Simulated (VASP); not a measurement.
Here is a VASP 6.6.1 calculation.

Contents of INCAR:

```
PREC = Accurate ; ENCUT = 520
EDIFF = 1E-6 ; ISMEAR = 0
SIGMA = 0.01 ; LREAL = False
LASPH = True ; NELM = 100
ALGO = Normal ; ISIF = 2
LWAVE = False ; LCHARG = False
GGA = PE ; NBANDS = 36
```

Contents of KPOINTS:

```
regular mesh
0
Gamma
  12 12 6
```

Contents of POSCAR:

```
Sn
1.0
    4.6930968373      0.0000000000      0.0000000000
   -2.3465484186      4.0643410835      0.0000000000
    0.0000000000      0.0000000000      7.7139746449
Sn
4
Direct
    0.6666666667      0.3333333333      0.0625968085
    0.3333333333      0.6666666667      0.5625968085
    0.6666666667      0.3333333333      0.4374031915
    0.3333333333      0.6666666667      0.9374031915
```

Potentials or basis: VASP PAW PBE potentials, release 64 (Sn_d).

Run with:

```bash
$ cat potpaw_PBE.64/Sn_d/POTCAR > POTCAR
$ mpirun -np 1 vasp_std > vasp.out
```

Question: What does it give for the pressure?

Answer: -0.1 GPa.

Question: Estimate the band gap on the k mesh.

Answer: Zero (bands 28 and 29 overlap by 0.09 eV).

Caveat: spin-orbit coupling is left out, which moves the levels of the heavy elements.
